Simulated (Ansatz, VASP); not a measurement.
**Mg2Si in VASP and in Ansatz**

The input INCAR:

```
SYSTEM = Mg2Si
PREC = Accurate ; ENCUT = 600
EDIFF = 1E-7 ; ISMEAR = 0
SIGMA = 0.01 ; LREAL = .FALSE.
LASPH = .TRUE. ; NELM = 120
ALGO = Normal ; ISIF = 3
LWAVE = .FALSE. ; LCHARG = .FALSE.
GGA = PS ; IBRION = 2
NSW = 100 ; EDIFFG = -0.005
GGA_COMPAT = .FALSE. ; NELMIN = 4
```

The input KPOINTS:

```
Automatic mesh
0
G
  10 10 10
  0 0 0
```

POSCAR

```
Mg2Si
1.0
    0.0000000000      3.1955000000      3.1955000000
    3.1955000000      0.0000000000      3.1955000000
    3.1955000000      3.1955000000      0.0000000000
Mg Si
2 1
Direct
    0.2500000000      0.2500000000      0.2500000000
    0.7500000000      0.7500000000      0.7500000000
    0.0000000000      0.0000000000      0.0000000000
```

Input for Ansatz:

```yaml
crystal:
  lattice:
    - [0.0, 3.1955, 3.1955]
    - [3.1955, 0.0, 3.1955]
    - [3.1955, 3.1955, 0.0]
  atoms:
    - { symbol: Mg, position: [0.25, 0.25, 0.25] }
    - { symbol: Mg, position: [0.75, 0.75, 0.75] }
    - { symbol: Si, position: [0.0, 0.0, 0.0] }
basis:
  ecutwfc: 420
kpoints:
  mp_grid: { grid: [10, 10, 10] }
hamiltonian:
  xc: pbesol
scf:
  occupations: { method: gaussian, width: 0.01 }
output:
  forces: true
  stress: true
  eigenvalues: true
  write_density: true
  write_potential: true
  elf: true
  volumetric_format: npy
relax:
  adjacent_minimum: "off"
  f_tol: 0.005
  max_steps: 80
  cell: { stress_tol: 0.05 }
```

Alike in both runs: task relaxation of cell and atoms; functional PBEsol; k mesh 10 × 10 × 10; occupations gaussian, width 0.01 eV; no spin polarisation.

```csv
,VASP,Ansatz
version,VASP 6.6.1,Ansatz 0.2.0
potentials or method,"VASP PAW PBE potentials, release 64 (Mg, Si), cutoff 600 eV","scalar-relativistic, plane waves, PAW"
valence electrons in the cell,8,24
```

|  | VASP | Ansatz | Ansatz less VASP |
| --- | --- | --- | --- |
| gap on the k mesh at the Fermi level, each at its own relaxed structure (eV) | 0.11 | 0.12 | +0.004 |
| relaxed volume (Å³/atom) | 21.08 | 21.10 | +0.021 |
| relaxed cell length with the largest relative difference (Å) | 4.472 | 4.474 | +0.0015 |

VASP's potentials were made for PBE, not for PBEsol. VASP's potentials hold 8 valence electrons a cell and Ansatz's 24, so a difference there can come from the potentials and not from the codes.
